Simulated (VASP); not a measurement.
**Si5Ge: relaxation of cell and atoms with PBE**

Crystal: Si5Ge.

```
Si Ge
1.0
     2.83720    0.00000    0.00000
     0.00000    3.68461    0.00000
     0.00000    0.00000    8.89583
Si Ge
5 1
Direct
  0.00000 0.00000 0.85139
  0.50000 0.50000 0.00000
  0.00000 0.00000 0.14861
  0.50000 0.50000 0.29963
  0.50000 0.50000 0.70037
  0.00000 0.00000 0.50000
```

* Program: VASP 6.6.1
* Task: relaxation of cell and atoms
* Functional: PBE
* Potentials or basis: VASP PAW PBE potentials, release 64 (Si, Ge_d)
* Cutoff: 600 eV
* k mesh: 6 × 6 × 2
* Occupations: gaussian, width 0.1 eV
* Spin: no spin polarisation
* Dipole correction: no
* Further INCAR settings: ALGO = Normal; EDIFF = 1e-06; IBRION = 2; EDIFFG = -0.04; NSW = 90; ISIF = 3

The relaxed volume is 15.60 Å³/atom. The relaxed cell is a = 3.029 Å, b = 3.461 Å, c = 8.927 Å, α = 90.00°, β = 90.00°, γ = 90.00° and the space group after relaxing (to 0.05 Å) is Pmmm (No. 47). The energy gained by relaxing is 40.8 meV/atom, the ionic steps are 19 and the pressure after relaxing is -0.2 GPa. The largest force after relaxing is 0.019 eV/Å.

Forces in eV/Å, atoms in the order of the input:
```
Si   0.000  0.000 -0.008
Si   0.000  0.000  0.000
Si   0.000  0.000  0.008
Si   0.000  0.000  0.019
Si   0.000  0.000 -0.019
Ge   0.000  0.000  0.000
```

Stress tensor (GPa, compression positive):
```
-0.26  0.00  0.00
 0.00 -0.01  0.00
 0.00  0.00 -0.20
```

Step by step:
```tsv
step	energy change (eV)	largest force (eV/Å)	pressure (GPa)	volume (Å³)
1	0.0000	0.3754	0.03	93.00
2	-0.0647	0.4192	-0.16	93.02
3	-0.1488	0.2772	0.40	92.90
4	-0.1558	0.2218	0.73	92.84
5	-0.1409	0.0980	1.50	92.67
6	-0.1544	0.1386	1.02	92.77
7	-0.1574	0.1857	0.83	92.81
8	-0.2004	0.0897	-0.58	94.74
9	-0.2010	0.1077	-0.72	94.96
10	-0.2125	0.1927	-0.93	95.15
11	-0.2150	0.1654	-0.89	95.09
12	-0.2329	0.1369	-0.34	94.18
13	-0.2270	0.1803	1.44	91.73
14	-0.2416	0.1331	0.52	93.03
15	-0.2418	0.1286	0.39	93.19
16	-0.2436	0.0738	-0.01	93.52
17	-0.2436	0.0684	-0.11	93.56
18	-0.2446	0.0427	-0.11	93.57
19	-0.2450	0.0186	-0.16	93.59
```

Final structure:
```yaml
crystal:
  lattice:
    - [3.02930, 0.00000, 0.00000]
    - [0.00000, 3.46062, 0.00000]
    - [0.00000, 0.00000, 8.92745]
  atoms:
    - { symbol: Si, position: [0.00000, 0.00000, 0.83880] }
    - { symbol: Si, position: [0.50000, 0.50000, 0.00000] }
    - { symbol: Si, position: [0.00000, 0.00000, 0.16120] }
    - { symbol: Si, position: [0.50000, 0.50000, 0.29928] }
    - { symbol: Si, position: [0.50000, 0.50000, 0.70072] }
    - { symbol: Ge, position: [0.00000, 0.00000, 0.50000] }
```

Levels at points of the mesh, in eV from the Fermi level:
```tsv
k point	band 14	band 15	band 16	band 17	band 18	band 19
(0.00, 0.00, 0.00)	-0.36	0.14	0.17	0.49	1.25	1.55
(0.50, 0.00, 0.00)	-2.64	-2.45	0.45	0.62	1.78	2.05
(0.00, 0.50, 0.00)	-3.36	-3.29	2.76	2.97	3.80	4.03
(0.50, 0.50, 0.00)	-5.20	-4.59	-4.12	-4.05	-0.89	-0.89
(0.00, 0.00, 0.50)	-1.32	-0.26	0.26	1.09	1.17	1.26
(0.50, 0.00, 0.50)	0.51	0.60	0.76	0.88	1.09	1.14
(0.00, 0.50, 0.50)	0.03	0.06	0.30	0.52	2.82	3.10
(0.50, 0.50, 0.50)	-4.25	-3.63	-2.96	-2.74	-2.68	-2.60
```

Wall time 10 min on 1 thread of Intel Xeon 6975P-C, on a shared host, peak memory 0.27 GiB.

Caveat: the k points lie up to 0.35 Å⁻¹ apart in the final cell; the bands computed are all filled at some k points, so no gap is given.
